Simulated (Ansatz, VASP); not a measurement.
**H4SO in VASP and in Ansatz**

```
CELL_PARAMETERS angstrom
0.00000 3.09140 3.09140
3.09140 0.00000 3.09140
3.09140 3.09140 0.00000
ATOMIC_POSITIONS crystal
H 0.87722 0.37426 0.37426
H 0.37426 0.37426 0.37426
H 0.37426 0.87722 0.37426
H 0.37426 0.37426 0.87722
S 0.00000 0.00000 0.00000
O 0.75000 0.75000 0.75000
```

Change from the starting cell: species swapped into the ErCdCu4 type (F-43m, No. 216).

Alike in both runs: task relaxation of cell and atoms; functional PBE; dispersion D3(BJ); k mesh 6 × 6 × 6; occupations gaussian, width 0.1 eV; collinear spin.

```csv
,VASP,Ansatz
version,VASP 6.6.1,Ansatz 0.2.0
potentials or method,"VASP PAW PBE potentials, release 64 (H, S, O), cutoff 600 eV","scalar-relativistic, plane waves, PAW"
valence electrons in the cell,16,16
```

|  | VASP | Ansatz | Ansatz less VASP |
| --- | --- | --- | --- |
| gap on the k mesh at the Fermi level, each at its own relaxed structure (eV) | none | none | - |
| net moment per atom (μB) | 0.00 | 0.06 | +0.065 |
| size of the moment on the site where the two differ most (μB) | 0.00 | 0.23 | +0.225 |
| relaxed volume (Å³/atom) | 6.29 | 6.31 | +0.018 |
| relaxed length of the cell vector where the two differ most in proportion (Å) | 3.766 | 3.769 | +0.0036 |

Site moments also hang on the region over which each program counts them. A gap of «none» marks a metal or a gap that the smearing closes. Ansatz's warnings: seeded moment not kept.

Noted on VASP's run: the volume moved by over 15 % at a fixed basis, so the end points are rough.
